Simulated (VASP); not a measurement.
# NaCl (Fm-3m) in VASP: relaxation of cell and atoms with r2SCAN

Aim: the relaxation of cell and atoms of NaCl with r2SCAN.

Everything below comes from runs of VASP 6.6.1. Logs are shortened: lines on timing, memory, paths and dates and some standing lists are left out, and cuts for length are marked.

## 1. The cell of the first run

Symmetry: Fm-3m, No. 225, cubic system. The conventional cell has a = 5.465 Å, b = 5.465 Å, c = 5.465 Å, α = 90.00°, β = 90.00°, γ = 90.00°. Within 3.6 Å of Na (site symmetry m-3m) lie 6 Cl at 2.73 Å. Within 3.6 Å of Cl (site symmetry m-3m) lie 6 Na at 2.73 Å.

## 2. Relaxation of cell and atoms, r2SCAN

Input file POSCAR:

```
NaCl
1.0
    0.0000000000      2.7325055609      2.7325055609
    2.7325055609      0.0000000000      2.7325055609
    2.7325055609      2.7325055609      0.0000000000
Na Cl
1 1
Direct
    0.0000000000      0.0000000000      0.0000000000
    0.5000000000      0.5000000000      0.5000000000
```

Input file INCAR.step1:

```
ALGO = Normal
EDIFF = 1E-4
ENCUT = 600
GGA = PE
ISMEAR = 0
LASPH = True
LCHARG = False
LREAL = False
LWAVE = True
NELM = 80
PREC = Accurate
SIGMA = 0.01
```

Input file INCAR.step2:

```
ALGO = Normal
EDIFF = 1E-6
EDIFFG = -0.001
ENCUT = 600
IBRION = 2
ISIF = 3
ISMEAR = 0
ISTART = 1
LASPH = True
LCHARG = False
LMIXTAU = True
LREAL = False
LWAVE = False
METAGGA = R2SCAN
NELM = 80
NSW = 80
PREC = Accurate
SIGMA = 0.01
```

Input file KPOINTS:

```
k-points
0
Gamma
  8 8 8
```

Potentials or basis: VASP PAW PBE potentials, release 64 (Na_pv, Cl).

Command:

```bash
> cat potpaw_PBE.64/Na_pv/POTCAR potpaw_PBE.64/Cl/POTCAR > POTCAR
> cp INCAR.step1 INCAR
> mpirun -np 1 vasp_std > vasp.out
> cp INCAR.step2 INCAR
> mpirun -np 1 vasp_std > vasp.out
```

OUTCAR:

```text
EDIFF = 1E-6
   EDIFFG = -0.001
   ENCUT = 600
   IBRION = 2
   ISIF = 3
   ISMEAR = 0
   ISTART = 1
   LASPH = True
   LREAL = False
   METAGGA = R2SCAN
   NELM = 80
   NSW = 80
   PREC = Accurate

 ion  position               nearest neighbor table
   1  0.000  0.000  0.000-
   2  0.500  0.500  0.500-

  LATTYP: Found a face centered cubic cell.
 ALAT       =     5.4650111218

  Lattice vectors:

 A1 = (   0.0000000000,   2.7325055609,   2.7325055609)
 A2 = (   2.7325055609,   0.0000000000,   2.7325055609)
 A3 = (   2.7325055609,   2.7325055609,   0.0000000000)

Analysis of symmetry for initial positions (statically):
=====================================================================
 Subroutine PRICEL returns:
 Original cell was already a primitive cell.

 Routine SETGRP: Setting up the symmetry group for a
 face centered cubic supercell.

 Subroutine GETGRP returns: Found 48 space group operations
 (whereof 48 operations were pure point group operations)
 out of a pool of 48 trial point group operations.

The static configuration has the point symmetry O_h .

Analysis of symmetry for dynamics (positions and initial velocities):
=====================================================================
 Subroutine PRICEL returns:
 Original cell was already a primitive cell.

 Routine SETGRP: Setting up the symmetry group for a
 face centered cubic supercell.

 Subroutine GETGRP returns: Found 48 space group operations
 (whereof 48 operations were pure point group operations)
 out of a pool of 48 trial point group operations.

The dynamic configuration has the point symmetry O_h .

 Subroutine INISYM returns: Found 48 space group operations
 (whereof 48 operations are pure point group operations),
 and found     1 'primitive' translations

----------------------------------------------------------------------------------------

                                     Primitive cell

  volume of cell :      40.8050

  direct lattice vectors                    reciprocal lattice vectors
     0.000000000  2.732505561  2.732505561    -0.182982244  0.182982244  0.182982244
     2.732505561  0.000000000  2.732505561     0.182982244 -0.182982244  0.182982244
     2.732505561  2.732505561  0.000000000     0.182982244  0.182982244 -0.182982244

  length of vectors
     3.864346423  3.864346423  3.864346423     0.316934544  0.316934544  0.316934544

  position of ions in fractional coordinates (direct lattice)
     0.000000000  0.000000000  0.000000000
     0.500000000  0.500000000  0.500000000

  ion indices of the primitive-cell ions
   primitive index   ion index
                 1           1
                 2           2

----------------------------------------------------------------------------------------

 KPOINTS: k-points

Automatic generation of k-mesh.
 Grid dimensions read from file:
 generate k-points for:    8    8    8

 Generating k-lattice:

  Cartesian coordinates                     Fractional coordinates (reciprocal lattice)
    -0.022872781  0.022872781  0.022872781     0.125000000  0.000000000  0.000000000
     0.022872781 -0.022872781  0.022872781     0.000000000  0.125000000  0.000000000
     0.022872781  0.022872781 -0.022872781     0.000000000  0.000000000  0.125000000

  Length of vectors
     0.039616818  0.039616818  0.039616818

  Shift w.r.t. Gamma in fractional coordinates (k-lattice)
     0.000000000  0.000000000  0.000000000

 Subroutine IBZKPT returns following result:
 ===========================================

 Found     29 irreducible k-points:

 Following reciprocal coordinates:
            Coordinates               Weight
  0.000000  0.000000  0.000000      1.000000
  0.125000  0.000000  0.000000      8.000000
  0.250000  0.000000  0.000000      8.000000
  0.375000  0.000000  0.000000      8.000000
  0.500000  0.000000  0.000000      4.000000
  0.125000  0.125000  0.000000      6.000000
[... 16 lines left out ...]
  0.500000  0.250000  0.125000     48.000000
 -0.375000  0.250000  0.125000     24.000000
 [... further k-points ...]
   k-points           NKPTS =     29   k-points in BZ     NKDIM =     29   number of bands    NBANDS=     11
   number of dos      NEDOS =    301   number of ions     NIONS =      2
   total plane-waves  NPLWV =  32768
   dimension x,y,z NGX =    32 NGY =   32 NGZ =   32
   dimension x,y,z NGXF=    64 NGYF=   64 NGZF=   64
   ions per type =               1   1
   NGX,Y,Z   is equivalent  to a cutoff of  13.77, 13.77, 13.77 a.u.
   NGXF,Y,Z  is equivalent  to a cutoff of  27.53, 27.53, 27.53 a.u.
 SYSTEM =  unknown system
   PREC   = accura    normal or accurate (medium, high low for compatibility)
   ISTART =      1    job   : 0-new  1-cont  2-samecut
   ICHARG =      0    charge: 1-file 2-atom 10-const
   ISPIN  =      1    spin polarized calculation?
   LNONCOLLINEAR =      F non collinear calculations
   LSORBIT =      F    spin-orbit coupling
   LASPH  =      T    aspherical Exc in radial PAW
   ENCUT  =  600.0 eV  44.10 Ry    6.64 a.u.   7.72  7.72  7.72*2*pi/ulx,y,z
   NELM   =     80;   NELMIN=  2; NELMDL=  0     # of ELM steps
   EDIFF  = 0.1E-05   stopping-criterion for ELM
   LREAL  =      F    real-space projection
   EDIFFG = -.1E-02   stopping-criterion for IOM
   NSW    =     80    number of steps for IOM
   IBRION =      2    ionic relax: 0-MD 1-quasi-New 2-CG
   NFREE  =      1    steps in history (QN), initial steepest desc. (CG)
   ISIF   =      3    stress and relaxation
   ISYM   =      2    0-nonsym 1-usesym 2-fastsym
   POTIM  = 0.5000    time-step for ionic-motion
   TEBEG  =    0.0;   TEEND  =   0.0 temperature during run
   PSTRESS=    0.0 pullay stress
   NELECT =      14.0000    total number of electrons
   NUPDOWN=      -1.0000    fix difference up-down
   EMIN   =  10.00;   EMAX   =-10.00  energy-range for DOS
   EFERMI =   0.00;   METHOD = LEGACY
   ISMEAR =     0;   SIGMA  =   0.01  broadening in eV -4-tet -1-fermi 0-gaus
   EFERMI_NEDOS =   21; number of points for ismear=-14 and -15
   IALGO  =     38    algorithm
   IMIX   =      4    mixing-type and parameters
     AMIX     =   0.40;   BMIX     =  1.00
     AMIX_MAG =   1.60;   BMIX_MAG =  1.00
  volume/ion in A,a.u.               =      20.40       137.68
  Fermi-wavevector in a.u.,A,eV,Ry     =   1.146075  2.165768 17.871095  1.313488
  Thomas-Fermi vector in A             =   2.282761
   LORBIT       =      0    0 simple, 1 ext, 2 COOP (PROOUT), +10 PAW based schemes
   METAGGA = R2SCAN    functional components
   LHFCALC =     F    Hartree Fock is set to
   AEXX    =    0.0000 exact exchange contribution
   IVDW    =     0    specifies the selected vdW correction
   LEPSILON=     F    determine dielectric tensor
   LRPA    =     F    only Hartree local field effects (RPA)
 conjugate gradient relaxation of ions
 non-spin polarized calculation
 Gauss-broadening in eV      SIGMA  =   0.01
  energy-cutoff  :      600.00
  volume of cell :       40.80
 maximum number of plane-waves:      1380
   NGX = 15   NGY = 15   NGZ = 15

--------------------------------------- Ionic step        1  -------------------------------------------

 number of electron      13.9999991 magnetization

 Free energy of the ion-electron system (eV)
  ---------------------------------------------------
  ext. energy  EPLUGINS =         0.00000000
  ---------------------------------------------------
  free energy    TOTEN  =       -13.77200600 eV

  energy without entropy =      -13.77200600  energy(sigma->0) =      -13.77200600

------------------------ aborting loop because EDIFF is reached ----------------------------------------

  FORCE on cell =-STRESS in cart. coord.  units (eV):
  Direction    XX          YY          ZZ          XY          YZ          ZX
  --------------------------------------------------------------------------------------
  -------------------------------------------------------------------------------------
  Total        0.5560992      0.5560992      0.5560992     -0.0000000      0.0000000      0.0000000
  in kB       21.8348235     21.8348235     21.8348235     -0.0000000      0.0000000      0.0000000
  external PRESSURE =      21.8348235 kB  Pullay stress =       0.0000000 kB

 VOLUME and BASIS-vectors are now :
 -----------------------------------------------------------------------------
  energy-cutoff  :      600.00
  volume of cell :       40.80
      direct lattice vectors                 reciprocal lattice vectors
     0.000000000  2.732505561  2.732505561    -0.182982244  0.182982244  0.182982244
     2.732505561  0.000000000  2.732505561     0.182982244 -0.182982244  0.182982244
     2.732505561  2.732505561  0.000000000     0.182982244  0.182982244 -0.182982244
[... 73 lines left out ...]
 POSITION                                       TOTAL-FORCE (eV/Angst)
 -----------------------------------------------------------------------------------
      0.00000      0.00000      0.00000         0.000000      0.000000      0.000000
      2.79616      2.79616      2.79616         0.000000      0.000000     -0.000000
 -----------------------------------------------------------------------------------
    total drift:                                0.000000     -0.000000     -0.000000

  FREE ENERGIE OF THE ION-ELECTRON SYSTEM (eV)
  ---------------------------------------------------
  free  energy   TOTEN  =       -13.7904402676 eV

  energy  without entropy=      -13.7904402676  energy(sigma->0) =      -13.79044027

--------------------------------------- Ionic step        4  -------------------------------------------

 number of electron      14.0000010 magnetization

 Free energy of the ion-electron system (eV)
  ---------------------------------------------------
  ext. energy  EPLUGINS =         0.00000000
  ---------------------------------------------------
  free energy    TOTEN  =       -13.79042820 eV

  energy without entropy =      -13.79042820  energy(sigma->0) =      -13.79042820

 E-fermi :  -0.9115     XC(G=0):  -8.7573

 val. band max:       -1.0235446674   @ k =   0.0000   0.0000   0.0000
 cond. band min:       4.9988224234   @ k =   0.0000   0.0000   0.0000
 fundamental gap:      6.0223670908
 Fermi energy:        -0.9115322472

 k-point     1 :       0.0000    0.0000    0.0000
  band No.  band energies     occupation
      1     -22.5002      2.00000
      2     -22.4999      2.00000
      3     -22.4999      2.00000
      4     -14.3015      2.00000
      5      -1.0236      2.00000
      6      -1.0235      2.00000
      7      -1.0235      2.00000
      8       4.9988      0.00000
      9      10.7591      0.00000
     10      10.7591      0.00000
     11      10.7591      0.00000

 k-point     2 :       0.1250    0.0000    0.0000
  band No.  band energies     occupation
      1     -22.5046      2.00000
      2     -22.5005      2.00000
      3     -22.5002      2.00000
      4     -14.2505      2.00000
      5      -1.3948      2.00000
      6      -1.0688      2.00000
      7      -1.0688      2.00000
      8       5.4977      0.00000
      9      10.2226      0.00000
     10      10.9745      0.00000
     11      10.9746      0.00000
[... 295 lines left out ...]
 k-point    24 :      -0.3750    0.2500    0.1250
  band No.  band energies     occupation
      1     -22.5253      2.00000
      2     -22.5084      2.00000
      3     -22.5043      2.00000
      4     -13.9008      2.00000
      5      -2.7410      2.00000
      6      -1.8323      2.00000
      7      -1.4673      2.00000
      8       8.0580      0.00000
      9       9.5337      0.00000
     10      10.1097      0.00000
     11      11.6556      0.00000

 [... further k-points ...]

------------------------ aborting loop because EDIFF is reached ----------------------------------------

  FORCE on cell =-STRESS in cart. coord.  units (eV):
  Direction    XX          YY          ZZ          XY          YZ          ZX
  --------------------------------------------------------------------------------------
  -------------------------------------------------------------------------------------
  Total       -0.0011707     -0.0011707     -0.0011707      0.0000000     -0.0000000     -0.0000000
  in kB       -0.0428394     -0.0428394     -0.0428394      0.0000000     -0.0000000     -0.0000000
  external PRESSURE =      -0.0428394 kB  Pullay stress =       0.0000000 kB

 VOLUME and BASIS-vectors are now :
 -----------------------------------------------------------------------------
  energy-cutoff  :      600.00
  volume of cell :       43.78
      direct lattice vectors                 reciprocal lattice vectors
     0.000000000  2.797435378  2.797435378    -0.178735139  0.178735139  0.178735139
     2.797435378  0.000000000  2.797435378     0.178735139 -0.178735139  0.178735139
     2.797435378  2.797435378  0.000000000     0.178735139  0.178735139 -0.178735139

 POSITION                                       TOTAL-FORCE (eV/Angst)
 -----------------------------------------------------------------------------------
      2.79744      2.79744      0.00000         0.000000     -0.000000      0.000000
      2.79744      2.79744      2.79744        -0.000000      0.000000     -0.000000
 -----------------------------------------------------------------------------------
    total drift:                                0.000000     -0.000000     -0.000000

  FREE ENERGIE OF THE ION-ELECTRON SYSTEM (eV)
  ---------------------------------------------------
  free  energy   TOTEN  =       -13.7904282048 eV

  energy  without entropy=      -13.7904282048  energy(sigma->0) =      -13.79042820

 reached required accuracy - stopping structural energy minimisation
```

Wall time 2.3 min (1 thread of Intel Xeon 8259CL, shared host); peak memory 0.19 GiB.

Results:

- Free energy: -13.7904 eV
- Relaxed volume: 21.89 Å³/atom
- Relaxed cell: a = 3.956 Å, b = 3.956 Å, c = 3.956 Å, α = 60.00°, β = 60.00°, γ = 60.00°
- Space group after relaxing (to 0.1 Å): Fm-3m (No. 225)
- Energy gained by relaxing: 9.2 meV/atom
- Ionic steps: 4
- Pressure after relaxing: 0.0 GPa
- Band gap on the k mesh: 6.02 eV

Step by step:
| step | energy change (eV) | largest force (eV/Å) | pressure (GPa) | volume (Å³) |
| --- | --- | --- | --- | --- |
| 1 | 0.0000 | 0.0000 | 2.18 | 40.80 |
| 2 | -0.0152 | 0.0000 | 0.89 | 42.47 |
| 3 | -0.0184 | 0.0000 | 0.02 | 43.72 |
| 4 | -0.0184 | 0.0000 | 0.00 | 43.78 |

Final structure:
```
Na Cl
1.0
     0.00000    2.79744    2.79744
     2.79744    0.00000    2.79744
     2.79744    2.79744    0.00000
Na Cl
1 1
Direct
  0.00000 0.00000 0.00000
  0.50000 0.50000 0.50000
```

Caveat: the PAW data sets were made with another functional, which shifts forces and pressure a little.
